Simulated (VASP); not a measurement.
# LiCl (Fm-3m) in VASP: a series of runs

The runs below take LiCl through single point, relaxation of cell and atoms, with PBE.

Everything below comes from runs of VASP 6.6.1. Logs are shortened: lines on timing, memory, paths and dates and some standing lists are left out, and cuts for length are marked.

**1. The cell of the first run**

It takes space group Fm-3m (No. 225, cubic). The conventional cell has a = 5.151 Å, b = 5.151 Å, c = 5.151 Å, α = 90.00°, β = 90.00°, γ = 90.00°. Li (site symmetry m-3m) has 6 Cl at 2.58 Å within 3.4 Å. Cl (site symmetry m-3m) has 6 Li at 2.58 Å within 3.4 Å.

**2. Single point, PBE**

File INCAR:

```
SYSTEM = LiCl
  ALGO = Normal
  EDIFF = 1E-7
  ENCUT = 520
  GGA = PE
  ISIF = 2
  ISMEAR = 0
  LASPH = .True.
  LCHARG = .True.
  LELF = .True.
  LREAL = .False.
  LVHAR = .True.
  LWAVE = .False.
  NBANDS = 12
  NELM = 100
  PREC = Accurate
  SIGMA = 0.02
```

File KPOINTS:

```
k-points
0
Gamma
  8 8 8
  0 0 0
```

File POSCAR:

```
LiCl
1.0
    0.0000000000      2.5753855580      2.5753855580
    2.5753855580      0.0000000000      2.5753855580
    2.5753855580      2.5753855580      0.0000000000
Li Cl
1 1
Direct
    0.0000000000      0.0000000000      0.0000000000
    0.5000000000      0.5000000000      0.5000000000
```

Potentials or basis: VASP PAW PBE potentials, release 64 (Li_sv, Cl).

The run is started by

```sh
$ cat potpaw_PBE.64/Li_sv/POTCAR potpaw_PBE.64/Cl/POTCAR > POTCAR
$ mpirun -np 1 vasp_std > vasp.out
```

OUTCAR:

```text
SYSTEM = LiCl
   EDIFF = 1E-7
   ENCUT = 520
   GGA = PE
   ISIF = 2
   ISMEAR = 0
   LASPH = .True.
   LREAL = .False.
   NELM = 100
   PREC = Accurate

 ion  position               nearest neighbor table
   1  0.000  0.000  0.000-   2 2.58   2 2.58   2 2.58   2 2.58   2 2.58   2 2.58
   2  0.500  0.500  0.500-   1 2.58   1 2.58   1 2.58   1 2.58   1 2.58   1 2.58

  LATTYP: Found a face centered cubic cell.
 ALAT       =     5.1507711160

  Lattice vectors:

 A1 = (   0.0000000000,   2.5753855580,   2.5753855580)
 A2 = (   2.5753855580,   0.0000000000,   2.5753855580)
 A3 = (   2.5753855580,   2.5753855580,   0.0000000000)

Analysis of symmetry for initial positions (statically):
=====================================================================
 Subroutine PRICEL returns:
 Original cell was already a primitive cell.

 Routine SETGRP: Setting up the symmetry group for a
 face centered cubic supercell.

 Subroutine GETGRP returns: Found 48 space group operations
 (whereof 48 operations were pure point group operations)
 out of a pool of 48 trial point group operations.

The static configuration has the point symmetry O_h .

Analysis of symmetry for dynamics (positions and initial velocities):
=====================================================================
 Subroutine PRICEL returns:
 Original cell was already a primitive cell.

 Routine SETGRP: Setting up the symmetry group for a
 face centered cubic supercell.

 Subroutine GETGRP returns: Found 48 space group operations
 (whereof 48 operations were pure point group operations)
 out of a pool of 48 trial point group operations.

The dynamic configuration has the point symmetry O_h .

 Subroutine INISYM returns: Found 48 space group operations
 (whereof 48 operations are pure point group operations),
 and found     1 'primitive' translations

----------------------------------------------------------------------------------------

                                     Primitive cell

  volume of cell :      34.1631

  direct lattice vectors                    reciprocal lattice vectors
     0.000000000  2.575385558  2.575385558    -0.194145688  0.194145688  0.194145688
     2.575385558  0.000000000  2.575385558     0.194145688 -0.194145688  0.194145688
     2.575385558  2.575385558  0.000000000     0.194145688  0.194145688 -0.194145688

  length of vectors
     3.642145184  3.642145184  3.642145184     0.336270195  0.336270195  0.336270195

  position of ions in fractional coordinates (direct lattice)
     0.000000000  0.000000000  0.000000000
     0.500000000  0.500000000  0.500000000

  ion indices of the primitive-cell ions
   primitive index   ion index
                 1           1
                 2           2

----------------------------------------------------------------------------------------

 KPOINTS: k-points

Automatic generation of k-mesh.
 Grid dimensions read from file:
 generate k-points for:    8    8    8

 Generating k-lattice:

  Cartesian coordinates                     Fractional coordinates (reciprocal lattice)
    -0.024268211  0.024268211  0.024268211     0.125000000  0.000000000  0.000000000
     0.024268211 -0.024268211  0.024268211     0.000000000  0.125000000  0.000000000
     0.024268211  0.024268211 -0.024268211     0.000000000  0.000000000  0.125000000

  Length of vectors
     0.042033774  0.042033774  0.042033774

  Shift w.r.t. Gamma in fractional coordinates (k-lattice)
     0.000000000  0.000000000  0.000000000

 Subroutine IBZKPT returns following result:
 ===========================================

 Found     29 irreducible k-points:

 Following reciprocal coordinates:
            Coordinates               Weight
  0.000000  0.000000  0.000000      1.000000
  0.125000  0.000000  0.000000      8.000000
  0.250000  0.000000  0.000000      8.000000
  0.375000  0.000000  0.000000      8.000000
  0.500000  0.000000  0.000000      4.000000
  0.125000  0.125000  0.000000      6.000000
[... 16 lines left out ...]
  0.500000  0.250000  0.125000     48.000000
 -0.375000  0.250000  0.125000     24.000000
 [... further k-points ...]
   k-points           NKPTS =     29   k-points in BZ     NKDIM =     29   number of bands    NBANDS=     12
   number of dos      NEDOS =    301   number of ions     NIONS =      2
   total plane-waves  NPLWV =  21952
   dimension x,y,z NGX =    28 NGY =   28 NGZ =   28
   dimension x,y,z NGXF=    56 NGYF=   56 NGZF=   56
   ions per type =               1   1
   NGX,Y,Z   is equivalent  to a cutoff of  12.78, 12.78, 12.78 a.u.
   NGXF,Y,Z  is equivalent  to a cutoff of  25.56, 25.56, 25.56 a.u.
 SYSTEM =  LiCl
   PREC   = accura    normal or accurate (medium, high low for compatibility)
   ISTART =      0    job   : 0-new  1-cont  2-samecut
   ICHARG =      2    charge: 1-file 2-atom 10-const
   ISPIN  =      1    spin polarized calculation?
   LNONCOLLINEAR =      F non collinear calculations
   LSORBIT =      F    spin-orbit coupling
   LASPH  =      T    aspherical Exc in radial PAW
   ENCUT  =  520.0 eV  38.22 Ry    6.18 a.u.   6.77  6.77  6.77*2*pi/ulx,y,z
   NELM   =    100;   NELMIN=  2; NELMDL= -5     # of ELM steps
   EDIFF  = 0.1E-06   stopping-criterion for ELM
   LREAL  =      F    real-space projection
   EDIFFG = 0.1E-05   stopping-criterion for IOM
   NSW    =      0    number of steps for IOM
   IBRION =     -1    ionic relax: 0-MD 1-quasi-New 2-CG
   NFREE  =      0    steps in history (QN), initial steepest desc. (CG)
   ISIF   =      2    stress and relaxation
   ISYM   =      2    0-nonsym 1-usesym 2-fastsym
   POTIM  = 0.5000    time-step for ionic-motion
   TEBEG  =    0.0;   TEEND  =   0.0 temperature during run
   PSTRESS=    0.0 pullay stress
   NELECT =      10.0000    total number of electrons
   NUPDOWN=      -1.0000    fix difference up-down
   EMIN   =  10.00;   EMAX   =-10.00  energy-range for DOS
   EFERMI =   0.00;   METHOD = LEGACY
   ISMEAR =     0;   SIGMA  =   0.02  broadening in eV -4-tet -1-fermi 0-gaus
   EFERMI_NEDOS =   21; number of points for ismear=-14 and -15
   IALGO  =     38    algorithm
   IMIX   =      4    mixing-type and parameters
     AMIX     =   0.40;   BMIX     =  1.00
     AMIX_MAG =   1.60;   BMIX_MAG =  1.00
  volume/ion in A,a.u.               =      17.08       115.27
  Fermi-wavevector in a.u.,A,eV,Ry     =   1.086983  2.054099 16.075706  1.181531
  Thomas-Fermi vector in A             =   2.223132
   LORBIT       =      0    0 simple, 1 ext, 2 COOP (PROOUT), +10 PAW based schemes
   GGA     = PE    functional components
   LHFCALC =     F    Hartree Fock is set to
   AEXX    =    0.0000 exact exchange contribution
   IVDW    =     0    specifies the selected vdW correction
   LEPSILON=     F    determine dielectric tensor
   LRPA    =     F    only Hartree local field effects (RPA)
 non-spin polarized calculation
 Gauss-broadening in eV      SIGMA  =   0.02
  energy-cutoff  :      520.00
  volume of cell :       34.16
 maximum number of plane-waves:       941
   NGX = 13   NGY = 13   NGZ = 13

 number of electron      10.0000009 magnetization

 Free energy of the ion-electron system (eV)
  ---------------------------------------------------
  ext. energy  EPLUGINS =         0.00000000
  ---------------------------------------------------
  free energy    TOTEN  =        -7.38623151 eV

  energy without entropy =       -7.38623151  energy(sigma->0) =       -7.38623151

 E-fermi :   0.5929     XC(G=0):  -8.6774

 val. band max:        0.4873268637   @ k =   0.0000   0.0000   0.0000
 cond. band min:       6.7567202692   @ k =   0.0000   0.0000   0.0000
 fundamental gap:      6.2693934055
 Fermi energy:         0.5928563309

 k-point     1 :       0.0000    0.0000    0.0000
  band No.  band energies     occupation
      1     -43.0573      2.00000
      2     -12.8662      2.00000
      3       0.4873      2.00000
      4       0.4873      2.00000
      5       0.4873      2.00000
      6       6.7567      0.00000
      7      12.4149      0.00000
      8      12.4149      0.00000
      9      12.4149      0.00000
     10      14.9407      0.00000
     11      14.9408      0.00000
     12      14.9408      0.00000

 k-point     2 :       0.1250    0.0000    0.0000
  band No.  band energies     occupation
      1     -43.0569      2.00000
      2     -12.7927      2.00000
      3      -0.0292      2.00000
      4       0.4473      2.00000
      5       0.4473      2.00000
      6       7.2170      0.00000
      7      11.6247      0.00000
      8      12.3056      0.00000
      9      12.3056      0.00000
     10      13.5562      0.00000
     11      13.5562      0.00000
     12      15.4037      0.00000

 k-point     3 :       0.2500    0.0000    0.0000
  band No.  band energies     occupation
      1     -43.0560      2.00000
      2     -12.6056      2.00000
      3      -1.0640      2.00000
      4       0.3556      2.00000
      5       0.3556      2.00000
      6       7.6654      0.00000
      7      11.1637      0.00000
      8      11.1638      0.00000
      9      11.4175      0.00000
     10      14.4087      0.00000
     11      14.4087      0.00000
     12      15.9652      0.00000
[... 286 lines left out ...]
 k-point    23 :       0.5000    0.2500    0.1250
  band No.  band energies     occupation
      1     -43.0547      2.00000
      2     -12.2785      2.00000
      3      -1.7814      2.00000
      4      -0.6936      2.00000
      5       0.0086      2.00000
      6       8.8458      0.00000
      7       9.8489      0.00000
      8      10.8218      0.00000
      9      11.8085      0.00000
     10      14.8463      0.00000
     11      17.9070      0.00000
     12      18.2860      0.00000

 k-point    24 :      -0.3750    0.2500    0.1250
  band No.  band energies     occupation
      1     -43.0544      2.00000
      2     -12.2026      2.00000
      3      -2.0066      2.00000
      4      -0.7876      2.00000
      5      -0.0780      2.00000
      6       8.6745      0.00000
      7       9.7928      0.00000
      8      11.0066      0.00000
      9      12.1637      0.00000
     10      15.9619      0.00000
     11      16.5324      0.00000
     12      18.5931      0.00000

 [... further k-points ...]

------------------------ aborting loop because EDIFF is reached ----------------------------------------

  FORCE on cell =-STRESS in cart. coord.  units (eV):
  Direction    XX          YY          ZZ          XY          YZ          ZX
  --------------------------------------------------------------------------------------
  -------------------------------------------------------------------------------------
  Total       -0.0243832     -0.0243832     -0.0243832     -0.0000000      0.0000000      0.0000000
  in kB       -1.1435222     -1.1435222     -1.1435222     -0.0000000      0.0000000      0.0000000
  external PRESSURE =      -1.1435222 kB  Pullay stress =       0.0000000 kB

 VOLUME and BASIS-vectors are now :
 -----------------------------------------------------------------------------
  energy-cutoff  :      520.00
  volume of cell :       34.16
      direct lattice vectors                 reciprocal lattice vectors
     0.000000000  2.575385558  2.575385558    -0.194145688  0.194145688  0.194145688
     2.575385558  0.000000000  2.575385558     0.194145688 -0.194145688  0.194145688
     2.575385558  2.575385558  0.000000000     0.194145688  0.194145688 -0.194145688

 POSITION                                       TOTAL-FORCE (eV/Angst)
 -----------------------------------------------------------------------------------
      0.00000      0.00000      0.00000        -0.000000      0.000000      0.000000
      2.57539      2.57539      2.57539         0.000000     -0.000000     -0.000000
 -----------------------------------------------------------------------------------
    total drift:                                0.000000      0.000000      0.000000

  FREE ENERGIE OF THE ION-ELECTRON SYSTEM (eV)
  ---------------------------------------------------
  free  energy   TOTEN  =        -7.3862315108 eV

  energy  without entropy=       -7.3862315108  energy(sigma->0) =       -7.38623151
```

Wall time 22 s (1 thread of Intel Xeon 8259CL, shared host); peak memory 0.15 GiB.

Results:

| Item | Value |
| --- | --- |
| Free energy | -7.3862 eV |
| Band gap on the k mesh | 6.27 eV |

Levels at points of the mesh, in eV from the valence-band top:
```
           k point  band 1  band 2  band 3  band 4  band 5  band 6  band 7  band 8  band 9  band 10
(0.00, 0.00, 0.00)  -43.54  -13.35    0.00    0.00    0.00    6.27   11.93   11.93   11.93    14.45
(0.50, 0.00, 0.00)  -43.54  -12.80   -2.76   -0.25   -0.25    6.75    9.49    9.49   12.85    16.82
(0.50, 0.50, 0.00)  -43.54  -12.56   -2.84   -1.08   -1.08    7.86    8.31   12.33   14.02    14.02
```

Caveat: the cutoff is under 1.25 times the usual one of these potentials, so pressure, stress and relaxed cells hold a basis-set (Pulay) error. A k mesh can miss the band edges.

**3. Relaxation of cell and atoms, PBE**

This run uses another cell than the first one, of 18.89 Å³/atom.

File INCAR:

```
PREC = Accurate
ENCUT = 600
EDIFF = 1E-6
ISMEAR = 0
SIGMA = 0.02
LREAL = F
LASPH = T
NELM = 60
ALGO = Normal
ISIF = 3
LWAVE = F
LCHARG = F
GGA = PE
IBRION = 2
NSW = 80
EDIFFG = -0.01
```

File KPOINTS:

```
regular mesh
0
Gamma
  8 8 8
```

File POSCAR:

```
LiCl
1.0
    0.0000000000      2.6631762910      2.6631762910
    2.6631762910      0.0000000000      2.6631762910
    2.6631762910      2.6631762910      0.0000000000
Li Cl
1 1
Direct
    0.0000000000      0.0000000000      0.0000000000
    0.5000000000      0.5000000000      0.5000000000
```

Potentials or basis: VASP PAW PBE potentials, release 64 (Li_sv, Cl).

The run is started by

```sh
$ cat potpaw_PBE.64/Li_sv/POTCAR potpaw_PBE.64/Cl/POTCAR > POTCAR
$ mpirun -np 1 vasp_std > vasp.out
```

Run time: 45 s. Hardware: 1 thread of Intel Xeon 8259CL, shared host; peak memory 0.17 GiB.

The run converged. Its results:

* Free energy: -7.3878 eV
* Relaxed volume: 17.01 Å³/atom
* Relaxed cell: a = 3.637 Å, b = 3.637 Å, c = 3.637 Å, α = 60.00°, β = 60.00°, γ = 60.00°
* Space group after relaxing (to 0.1 Å): Fm-3m (No. 225)
* Energy gained by relaxing: 17.0 meV/atom
* Ionic steps: 4
* Pressure after relaxing: 0.0 GPa
* Band gap on the k mesh: 6.29 eV

Step by step:
```tsv
step	energy change (eV)	largest force (eV/Å)	pressure (GPa)	volume (Å³)
1	0.0000	0.0000	-2.65	37.78
2	-0.0229	0.0000	-1.66	36.10
3	-0.0338	0.0000	-0.30	34.36
4	-0.0341	0.0000	0.03	34.01
```

Final structure:
```
Li Cl
1.0
     0.00000    2.57154    2.57154
     2.57154    0.00000    2.57154
     2.57154    2.57154    0.00000
Li Cl
1 1
Cartesian
  2.5715 2.5715 0.0000
  2.5715 2.5715 2.5715
```

Levels at points of the mesh, in eV from the valence-band top:
| k point | band 2 | band 3 | band 4 | band 5 | band 6 | band 7 | band 8 | band 9 |
| --- | --- | --- | --- | --- | --- | --- | --- | --- |
| (0.00, 0.00, 0.00) | -13.37 | 0.00 | 0.00 | 0.00 | 6.29 | 11.93 | 11.93 | 11.93 |
| (0.50, 0.00, 0.00) | -12.81 | -2.78 | -0.25 | -0.25 | 6.75 | 9.50 | 9.50 | 12.89 |
| (0.50, 0.50, 0.00) | -12.57 | -2.86 | -1.09 | -1.09 | 7.86 | 8.31 | 12.37 | 14.06 |

Caveat: the cutoff is under 1.25 times the usual one of these potentials, so pressure, stress and relaxed cells hold a basis-set (Pulay) error. A k mesh can miss the band edges.
